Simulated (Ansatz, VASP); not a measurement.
# Two plane-wave programs on SnSe

INCAR

```
PREC     = Accurate       # precision mode
ENCUT    = 520            # plane-wave cutoff, eV
EDIFF    = 1E-6           # SCF threshold, eV
ISMEAR   = -1             # smearing method
SIGMA    = 0.05           # smearing width, eV
LREAL    = F              # projectors in reciprocal space
LASPH    = T              # aspherical terms in the spheres
NELM     = 80             # most SCF steps
ALGO     = Normal         # electronic algorithm
ISIF     = 2              # what is computed and relaxed
LWAVE    = F              # write WAVECAR
LCHARG   = F              # write CHGCAR
GGA      = RE             # functional
IVDW     = 12             # dispersion correction
NBANDS   = 50             # bands
```

Contents of KPOINTS:

```
regular mesh
0
Gamma
  3 6 6
```

File POSCAR:

```
SnSe
1.0
   11.4200000000      0.0000000000      0.0000000000
    0.0000000000      4.1900000000      0.0000000000
    0.0000000000      0.0000000000      4.4600000000
Sn Se
4 4
Direct
    0.8770000000      0.7500000000      0.9090000000
    0.6230000000      0.2500000000      0.4090000000
    0.3770000000      0.7500000000      0.5910000000
    0.1230000000      0.2500000000      0.0910000000
    0.6430000000      0.7500000000      0.9840000000
    0.8570000000      0.2500000000      0.4840000000
    0.1430000000      0.7500000000      0.5160000000
    0.3570000000      0.2500000000      0.0160000000
```

Contents of input.yaml:

```yaml
crystal:
  lattice:
    - [11.42, 0.0, 0.0]
    - [0.0, 4.19, 0.0]
    - [0.0, 0.0, 4.46]
  atoms:
    - { symbol: Sn, position: [0.877, 0.75, 0.909] }
    - { symbol: Sn, position: [0.623, 0.25, 0.409] }
    - { symbol: Sn, position: [0.377, 0.75, 0.591] }
    - { symbol: Sn, position: [0.123, 0.25, 0.091] }
    - { symbol: Se, position: [0.643, 0.75, 0.984] }
    - { symbol: Se, position: [0.857, 0.25, 0.484] }
    - { symbol: Se, position: [0.143, 0.75, 0.516] }
    - { symbol: Se, position: [0.357, 0.25, 0.016] }
hamiltonian:
  xc: revpbe
  pseudopotentials: { kind: paw }
  dispersion: d3bj
kpoints:
  mp_grid: { grid: [3, 6, 6] }
scf:
  occupations: { method: fermi_dirac, width: 0.05 }
output:
  forces: true
  stress: true
  eigenvalues: true
```

Alike in both runs: task single point; functional revPBE; dispersion D3(BJ); k mesh 3 × 6 × 6; occupations fermi-dirac, width 0.05 eV; no spin polarisation.

|  | VASP | Ansatz |
| --- | --- | --- |
| version | VASP 6.6.1 | Ansatz 0.2.0 |
| potentials or method | VASP PAW PBE potentials, release 64 (Sn_d, Se) | Ansatz PAW |
| plane-wave cutoff (eV) | 520 | 420 |
| valence electrons in the cell | 80 | 120 |

```csv
,VASP,Ansatz,Ansatz less VASP
gap on the k mesh at the Fermi level (eV),0.57,0.57,+0.005
least direct gap on the mesh (eV),0.73,0.74,+0.010
pressure (GPa),-0.5,-0.6,-0.03
"traceless stress, the component that is largest in VASP (GPa)",1.89,1.86,-0.025
rms of the force components (eV/Å),0.182,0.175,-0.0074
```

VASP's potentials were made for PBE, not for revPBE. Atom by atom the forces differ by 0.009 eV/Å (rms over components). VASP's potentials hold 80 valence electrons a cell and Ansatz's 120, so a difference there can come from the potentials and not from the codes.

Noted on Ansatz's run: odd divisions of the mesh miss points on the zone boundary, where band edges often lie, so the gap on the mesh can be too wide.
